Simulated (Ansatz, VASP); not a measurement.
# ZnS: VASP beside Ansatz

File POSCAR:

```
ZnS
1.0
    0.0000000000      2.6132632566      2.7886568426
    2.6132632566      0.0000000000      2.7886568426
    2.6132632566      2.6132632566      0.0000000000
Zn S
1 1
Direct
    0.0000000000      0.0000000000      0.0000000000
    0.2500000000      0.2500000000      0.2500000000
```

Contents of INCAR.step1:

```
ALGO = Normal
EDIFF = 1E-4
ENCUT = 520
GGA = PE
ISMEAR = 0
LASPH = True
LCHARG = False
LREAL = False
LWAVE = True
NBANDS = 16
NELM = 60
PREC = Accurate
SIGMA = 0.01
```

Contents of INCAR.step2:

```
ALGO = Normal
EDIFF = 1E-6
ENCUT = 520
ISIF = 2
ISMEAR = 0
ISTART = 1
LASPH = True
LCHARG = False
LMIXTAU = True
LREAL = False
LWAVE = False
METAGGA = R2SCAN
NBANDS = 16
NELM = 60
PREC = Accurate
SIGMA = 0.01
```

The input KPOINTS:

```
k-points
0
Gamma
  8 8 8
```

Input for Ansatz:

```yaml
crystal:
  lattice:
    - [0.0, 2.6132632566, 2.7886568426]
    - [2.6132632566, 0.0, 2.7886568426]
    - [2.6132632566, 2.6132632566, 0.0]
  atoms:
    - { symbol: Zn, position: [0.0, 0.0, 0.0] }
    - { symbol: S, position: [0.25, 0.25, 0.25] }
kpoints:
  mp_grid: { grid: [8, 8, 8] }
  band_path:
    path:
      - [0.0, 0.0, 0.0]
      - [-0.5, -0.5, 0.0]
      - [-0.375, -0.375, 0.25]
      - [-0.375, 0.0, 0.375]
      - [0.0, 0.0, 0.5]
      - [-0.5, -0.25, 0.25]
    npoints: 1
hamiltonian:
  xc: r2scan
scf:
  occupations: { method: fixed }
  n_extra_bands: 4
output:
  forces: true
  stress: true
  eigenvalues: true
```

Change from the starting cell: epitaxial_xy strain -3.0%.

Alike in both runs: task single point; functional r2SCAN; k mesh 8 × 8 × 8; no spin polarisation.

|  | VASP | Ansatz |
| --- | --- | --- |
| version | VASP 6.6.1 | Ansatz 0.2.0 |
| potentials or method | VASP PAW PBE potentials, release 64 (Zn, S) | plane waves, PAW |
| plane-wave cutoff (eV) | 520 | 500 |
| occupations | gaussian, width 0.01 eV | fixed |
| valence electrons in the cell | 18 | 18 |

```tsv
	VASP	Ansatz	Ansatz less VASP
gap on the k mesh at the Fermi level (eV)	2.74	2.72	-0.013
pressure (GPa)	2.2	2.1	-0.04
traceless stress, the component that is largest in VASP (GPa)	-2.14	-2.10	+0.038
```

VASP's potentials were made for PBE, not for r2SCAN.
